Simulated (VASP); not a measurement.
Write the native input for VASP 6.6.1 that does the following.

```
Task                   : single point
Functional             : PBE
Potentials or basis    : VASP PAW PBE potentials, release 64 (Sc_sv, Ge_d)
Cutoff                 : 520 eV
k mesh                 : 4 × 4 × 4
Occupations            : gaussian, width 0.1 eV
Spin                   : no spin polarisation
Dipole correction      : no
Further INCAR settings : ALGO = Normal; EDIFF = 1e-07; NBANDS = 32
```

The structure of Sc3Ge lies in POSCAR:

```
Sc3Ge
1.0
    4.1974007957      0.0000000000      0.0000000000
    0.0000000000      4.1974007957      0.0000000000
    0.0000000000      0.0000000000      4.1974007957
Sc Ge
3 1
Direct
    0.0000000000      0.5000000000      0.5000000000
    0.5000000000      0.0000000000      0.5000000000
    0.5000000000      0.5000000000      0.0000000000
    0.0000000000      0.0000000000      0.0000000000
```

The input as run:

INCAR

```
SYSTEM = Sc3Ge
  PREC = Accurate
  ENCUT = 520
  EDIFF = 1E-7
  ISMEAR = 0
  SIGMA = 0.1
  LREAL = .FALSE.
  LASPH = .TRUE.
  NELM = 100
  ALGO = Normal
  ISIF = 2
  LWAVE = .FALSE.
  LCHARG = .FALSE.
  GGA = PE
  NBANDS = 32
```

KPOINTS

```
regular mesh
0
G
  4 4 4
  0 0 0
```

Potentials or basis: VASP PAW PBE potentials, release 64 (Sc_sv, Ge_d).

The run is started by

```console
$ cat potpaw_PBE.64/Sc_sv/POTCAR potpaw_PBE.64/Ge_d/POTCAR > POTCAR
$ mpirun -np 1 vasp_std > vasp.out
```

Results of the run:

* Pressure: 9.3 GPa

Caveat: the k points lie up to 0.37 Å⁻¹ apart.

Wall time 21 s on 1 thread of Intel(R) Xeon(R) 6975P-C (Granite Rapids), on a shared host, peak memory 0.17 GiB.
